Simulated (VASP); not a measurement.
The system is GeBr2.

```
Ge Br
1.0
     6.68574    0.00000    0.00000
     0.00000    6.68574    0.00000
     0.00000    0.00000    4.09292
Ge Br
2 4
Direct
  0.00000 0.00000 0.00000
  0.50000 0.50000 0.50000
  0.29761 0.29761 0.00000
  0.70239 0.70239 0.00000
  0.20239 0.79761 0.50000
  0.79761 0.20239 0.50000
```

| Item | Value |
| --- | --- |
| Program | VASP 6.6.1 |
| Task | relaxation of cell and atoms |
| Functional | PBEsol |
| Potentials or basis | VASP PAW PBE potentials, release 64 (Ge_d, Br) |
| Cutoff | 500 eV |
| k mesh | 4 × 4 × 8 |
| Occupations | gaussian, width 0.02 eV |
| Spin | no spin polarisation |

At the start: pressure -1.1 GPa; volume 30.49 Å³/atom.

Question: Where does the relaxation end?

Answer: Over 8 steps the energy falls by 3.4 meV/atom and the volume is 29.52 Å³/atom (-3.2 %); space group P4_2/mnm (No. 136, to 0.1 Å) before and after.

The path:
```tsv
step	energy change (eV)	largest force (eV/Å)	pressure (GPa)	volume (Å³)
1	0.0000	0.0402	-1.13	182.95
2	-0.0203	0.0295	0.00	177.30
3	-0.0203	0.0293	0.00	177.32
4	-0.0203	0.0278	-0.02	177.43
5	-0.0205	0.0201	-0.02	177.37
6	-0.0206	0.0077	-0.01	177.28
7	-0.0206	0.0026	-0.01	177.25
8	-0.0207	0.0032	0.00	177.15
```

Final structure:
```xyz
6
Lattice="6.6144 0.0000 0.0000 0.0000 6.6144 0.0000 0.0000 0.0000 4.0490" Properties=species:S:1:pos:R:3 pbc="T T T"
Ge    0.0000    0.0000    0.0000
Ge    3.3072    3.3072    2.0245
Br    1.9664    1.9664    0.0000
Br    4.6480    4.6480    0.0000
Br    1.3408    5.2736    2.0245
Br    5.2736    1.3408    2.0245
```

Caveat: the PAW data sets were made with another functional, which shifts forces and pressure a little.
